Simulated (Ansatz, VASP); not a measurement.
Two plane-wave programs on C

Contents of POSCAR:

```
C
1.0
    2.4559134450      0.0000000000      0.0000000000
   -1.2279567225      2.1268834329      0.0000000000
    0.0000000000      0.0000000000      7.0106290262
C
4
Direct
    1.0000000000      1.0000000000      0.2500000000
    0.0000000000      0.0000000000      0.7500000000
    0.3333333333      0.6666666667      0.2500000000
    0.6666666667      0.3333333333      0.7500000000
```

INCAR.step1

```
ALGO     = Normal         # electronic algorithm
EDIFF    = 1E-4           # SCF threshold, eV
ENCUT    = 520            # plane-wave cutoff, eV
GGA      = PE             # functional
ISMEAR   = 0              # smearing method
LASPH    = T              # aspherical terms in the spheres
LCHARG   = F              # write CHGCAR
LREAL    = F              # projectors in reciprocal space
LWAVE    = T              # write WAVECAR
NBANDS   = 16             # bands
NELM     = 60             # most SCF steps
PREC     = Accurate       # precision mode
SIGMA    = 0.2            # smearing width, eV
```

The input INCAR.step2:

```
ALGO     = Normal         # electronic algorithm
EDIFF    = 1E-6           # SCF threshold, eV
ENCUT    = 520            # plane-wave cutoff, eV
ISIF     = 2              # what is computed and relaxed
ISMEAR   = 0              # smearing method
ISTART   = 1            
LASPH    = T              # aspherical terms in the spheres
LCHARG   = F              # write CHGCAR
LMIXTAU  = T            
LREAL    = F              # projectors in reciprocal space
LWAVE    = F              # write WAVECAR
METAGGA  = R2SCAN         # meta-GGA
NBANDS   = 16             # bands
NELM     = 60             # most SCF steps
PREC     = Accurate       # precision mode
SIGMA    = 0.2            # smearing width, eV
```

Contents of KPOINTS:

```
k-points
0
Gamma
  15 15 5
```

Input for Ansatz:

```yaml
crystal:
  lattice:
    - [2.455913445, 0.0, 0.0]
    - [-1.2279567225, 2.1268834329, 0.0]
    - [0.0, 0.0, 7.0106290262]
  atoms:
    - { symbol: C, position: [1.0, 1.0, 0.25] }
    - { symbol: C, position: [0.0, 0.0, 0.75] }
    - { symbol: C, position: [0.3333333333, 0.6666666667, 0.25] }
    - { symbol: C, position: [0.6666666667, 0.3333333333, 0.75] }
hamiltonian:
  xc: r2scan
  pseudopotentials:
    kind: paw
    azcp:
      C: "pseudopotentials/C.paw.azcp"
basis:
  ecutwfc: 500
  fft_grid_basis: typed
kpoints:
  mp_grid: { grid: [15, 15, 5], shift: [0, 0, 0] }
magnetization:
  spin_polarized: false
scf:
  occupations: { method: gaussian, width: 0.2 }
  lower_state_search: "off"
output:
  stress: true
```

Alike in both runs: task single point; functional r2SCAN; k mesh 15 × 15 × 5; occupations gaussian, width 0.2 eV; no spin polarisation.

|  | VASP | Ansatz |
| --- | --- | --- |
| version | VASP 6.6.1 | Ansatz 0.2.0 |
| potentials or method | VASP PAW PBE potentials, release 64 (C), cutoff 520 eV | plane waves (500 eV) with PAW, scalar-relativistic |
| valence electrons in the cell | 16 | 16 |

```tsv
	VASP	Ansatz	Ansatz less VASP
pressure (GPa)	0.7	0.0	-0.64
traceless stress, the component that is largest in VASP (GPa)	-0.68	0.07	+0.755
```

VASP's potentials were made for PBE, not for r2SCAN.
